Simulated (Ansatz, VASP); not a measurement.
## One calculation of Cd3Te2Se, two programs

```xyz
6
Lattice="4.5828 0.0000 0.0000 -2.2914 3.9688 0.0000 0.0000 0.0000 11.2191" Properties=species:S:1:pos:R:3 pbc="T T T"
Cd    0.0000    0.0000    0.0061
Cd    0.0000    2.6459    7.3356
Cd    2.2914    1.3229    3.8834
Te    0.0000    2.6459   10.2015
Te    0.0000    0.0000    2.8596
Se    2.2914    1.3229    6.5662
```

Alike in both runs: functional PBE; k mesh 12 × 12 × 4; occupations gaussian, width 0.01 eV; no spin polarisation.

Ansatz relaxed the structure, and its values are those at the end. VASP's run is a single point on that final structure, the one shown.

|  | VASP | Ansatz |
| --- | --- | --- |
| version | VASP 6.6.1 | Ansatz 0.2.0 |
| potentials or method | VASP PAW PBE potentials, release 64 (Cd, Te, Se), cutoff 520 eV | scalar-relativistic, plane waves, PAW |
| valence electrons in the cell | 54 | 108 |

Ansatz gave:

```
gap on the k mesh at the Fermi level (eV) : 0.25
least direct gap on the mesh (eV)         : 0.25
pressure (GPa)                            : 0.0
rms of the force components (eV/Å)        : 0.000
```

Q: Estimate VASP's values.

A: gap on the k mesh at the Fermi level (eV): 0.25; least direct gap on the mesh (eV): 0.25; pressure (GPa): 0.1; rms of the force components (eV/Å): 0.004.

VASP's potentials hold 54 valence electrons a cell and Ansatz's 108, so a difference there can come from the potentials and not from the codes.

Spin-orbit coupling is off throughout.
